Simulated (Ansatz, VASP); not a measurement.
# Al6W in VASP and in Ansatz

```xyz
7
Lattice="7.6028 0.0000 0.0000 -3.8014 6.5842 0.0000 0.0000 0.0000 4.6074" Properties=species:S:1:pos:R:3 pbc="T T T"
Al    0.0000    4.3895    2.3037
Al    3.8014    2.1947    2.3037
Al    2.4353    0.0000    2.3037
Al   -1.2177    2.1091    2.3037
Al    2.5837    4.4752    2.3037
Al    0.0000    0.0000    2.3037
W     0.0000    0.0000    0.0000
```

Alike in both runs: functional PBE; k mesh 3 × 3 × 4; occupations gaussian, width 0.2 eV; no spin polarisation.

Ansatz relaxed the structure, and its values are those at the end. VASP's run is a single point on that final structure, the one shown.

|  | VASP | Ansatz |
| --- | --- | --- |
| version | VASP 6.6.1 | Ansatz 0.2.0 |
| potentials or method | VASP PAW PBE potentials, release 64 (Al, W_sv), cutoff 500 eV | scalar-relativistic, plane waves, PAW |
| valence electrons in the cell | 32 | 32 |

|  | VASP | Ansatz | Ansatz less VASP |
| --- | --- | --- | --- |
| gap on the k mesh at the Fermi level (eV) | none | none | - |
| pressure (GPa) | 0.5 | 0.6 | +0.02 |

A gap of «none» marks a metal or a gap that the smearing closes.

Spin-orbit coupling is off throughout.
